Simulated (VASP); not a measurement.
# TaH4 (P-3m1) in VASP: notebook, part 2 of 2

VASP 6.6.1.

**3. Single point, PBE**

This run uses another cell than the first one, of 12.54 Å³/atom.

INCAR

```
SYSTEM = TaH4
  PREC = Accurate
  ENCUT = 520
  EDIFF = 1E-7
  ISMEAR = 0
  SIGMA = 0.1
  LREAL = .FALSE.
  LASPH = .TRUE.
  NELM = 100
  ALGO = Normal
  ISIF = 2
  LWAVE = .FALSE.
  LCHARG = .FALSE.
  GGA = PE
  NBANDS = 16
```

KPOINTS

```
regular mesh
0
G
  12 12 4
  0 0 0
```

POSCAR

```
TaH4
1.0
    2.8621747456      0.0000000000      0.0000000000
   -1.4310873728      2.4787160398      0.0000000000
    0.0000000000      0.0000000000      8.8387474651
Ta H
1 4
Direct
    0.0000000000      0.0000000000      0.0000000000
    0.0000000000      0.0000000000      0.4576847001
    0.0000000000      0.0000000000      0.5423152999
    0.6666666667      0.3333333333      0.8707918483
    0.3333333333      0.6666666667      0.1292081517
```

Potentials or basis: VASP PAW PBE potentials, release 64 (Ta_pv, H).

The run is started by

```console
$ cat potpaw_PBE.64/Ta_pv/POTCAR potpaw_PBE.64/H/POTCAR > POTCAR
$ mpirun -np 1 vasp_std > vasp.out
```

OUTCAR:

```text
SYSTEM = TaH4
   PREC = Accurate
   ENCUT = 520
   EDIFF = 1E-7
   ISMEAR = 0
   LREAL = .FALSE.
   LASPH = .TRUE.
   NELM = 100
   ISIF = 2
   GGA = PE

 ion  position               nearest neighbor table
   1  0.000  0.000  0.000-   4 2.01   5 2.01   4 2.01   5 2.01   4 2.01   5 2.01
   2  0.000  0.000  0.458-   3 0.75
   3  0.000  0.000  0.542-   2 0.75
   4  0.667  0.333  0.871-   1 2.01   1 2.01   1 2.01
   5  0.333  0.667  0.129-   1 2.01   1 2.01   1 2.01

  LATTYP: Found a hexagonal cell.
 ALAT       =     2.8621747456
 C/A-ratio  =     3.0881229312

  Lattice vectors:

 A1 = (   2.8621747456,   0.0000000000,   0.0000000000)
 A2 = (  -1.4310873728,   2.4787160398,   0.0000000000)
 A3 = (   0.0000000000,   0.0000000000,   8.8387474651)

Analysis of symmetry for initial positions (statically):
=====================================================================
 Subroutine PRICEL returns:
 Original cell was already a primitive cell.

 Routine SETGRP: Setting up the symmetry group for a
 hexagonal supercell.

 Subroutine GETGRP returns: Found 12 space group operations
 (whereof 12 operations were pure point group operations)
[... 177 lines left out ...]

 k-point     1 :       0.0000    0.0000    0.0000
  band No.  band energies     occupation
      1     -35.2273      2.00000
      2     -34.2053      2.00000
      3     -34.2053      2.00000
      4      -9.5695      2.00000
      5      -6.9875      2.00000
      6      -5.1087      2.00000
[... 433 lines left out ...]
      3     -34.2743      2.00000
      4      -8.6092      2.00000
      5      -6.6501      2.00000
      6      -5.4370      2.00000
[... 8 lines left out ...]
     15      10.6545      0.00000
     16      11.7178      0.00000

 [... further k-points ...]

------------------------ aborting loop because EDIFF is reached ----------------------------------------

  FORCE on cell =-STRESS in cart. coord.  units (eV):
  Direction    XX          YY          ZZ          XY          YZ          ZX
  --------------------------------------------------------------------------------------
  -------------------------------------------------------------------------------------
  Total       -0.0155826     -0.0155826     -0.0347615     -0.0000000     -0.0000000      0.0000000
  in kB       -0.3981399     -0.3981399     -0.8881677     -0.0000000     -0.0000000      0.0000000
  external PRESSURE =      -0.5614825 kB  Pullay stress =       0.0000000 kB

 VOLUME and BASIS-vectors are now :
 -----------------------------------------------------------------------------
  energy-cutoff  :      520.00
  volume of cell :       62.71
      direct lattice vectors                 reciprocal lattice vectors
     2.862174746  0.000000000  0.000000000     0.349384677  0.201717338  0.000000000
    -1.431087373  2.478716040  0.000000000     0.000000000  0.403434675  0.000000000
     0.000000000  0.000000000  8.838747465     0.000000000  0.000000000  0.113138202

 POSITION                                       TOTAL-FORCE (eV/Angst)
 -----------------------------------------------------------------------------------
      0.00000      0.00000      0.00000        -0.000000      0.000000      0.000000
      0.00000      0.00000      4.04536         0.000000     -0.000000      0.009647
      0.00000      0.00000      4.79339         0.000000      0.000000     -0.009647
      1.43109      0.82624      7.69671        -0.000000     -0.000000     -0.010703
     -0.00000      1.65248      1.14204        -0.000000      0.000000      0.010703
 -----------------------------------------------------------------------------------
    total drift:                               -0.000000      0.000000     -0.000000

  FREE ENERGIE OF THE ION-ELECTRON SYSTEM (eV)
  ---------------------------------------------------
  free  energy   TOTEN  =       -24.8532493946 eV

  energy  without entropy=      -24.8497384667  energy(sigma->0) =      -24.85149393
```

stdout:

```text
POSCAR found type information on POSCAR TaH
 POSCAR found :  2 types and       5 ions
 scaLAPACK will be used
 LDA part: xc-table for (Slater+PW92), standard interpolation
 POSCAR, INCAR and KPOINTS ok, starting setup
 FFT: planning ... GRIDC
 FFT: planning ... GRID_SOFT
 FFT: planning ... GRID
 WAVECAR not read
 entering main loop
```

Run time: 36 s. Hardware: 1 thread of Intel Xeon 6975P-C (Granite Rapids), shared host; peak memory 0.22 GiB.

Results:

- Free energy: -24.8532 eV
- Pressure: -0.1 GPa
- Largest force: 0.011 eV/Å
- Band gap on the k mesh: zero (an odd number of electrons rules out a gap without spin polarisation)

Forces in eV/Å, atoms in the order of the input:
```
Ta   0.000  0.000  0.000
H    0.000  0.000  0.010
H    0.000  0.000 -0.010
H    0.000  0.000 -0.011
H    0.000  0.000  0.011
```

Caveat: spin-orbit coupling is left out, which moves the levels of the heavy elements; an odd number of electrons without spin polarisation forces a metal; a magnetic or distorted state may lie lower.
